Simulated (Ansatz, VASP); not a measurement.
# One calculation of RbCl, two programs

```
Rb Cl
1.0
     0.00000    3.28470    3.28470
     3.28470    0.00000    3.28470
     3.28470    3.28470    0.00000
Rb Cl
1 1
Direct
  0.50000 0.50000 0.50000
  0.00000 0.00000 0.00000
```

Alike in both runs: task single point; functional r2SCAN; k mesh 6 × 6 × 6; occupations gaussian, width 0.05 eV; no spin polarisation.

|  | VASP | Ansatz |
| --- | --- | --- |
| version | VASP 6.6.1 | Ansatz 0.2.0 |
| potentials or method | VASP PAW PBE potentials, release 64 (Rb_sv, Cl), cutoff 550 eV | scalar-relativistic, plane waves, PAW |
| valence electrons in the cell | 16 | 16 |

```tsv
	VASP	Ansatz	Ansatz less VASP
gap on the k mesh at the Fermi level (eV)	5.62	5.62	-0.001
least direct gap on the mesh (eV)	5.62	5.62	-0.001
pressure (GPa)	0.4	0.4	-0.01
```

VASP's potentials were made for PBE, not for r2SCAN. The functional is the same, so the differences come from potentials, cutoffs and numerics.
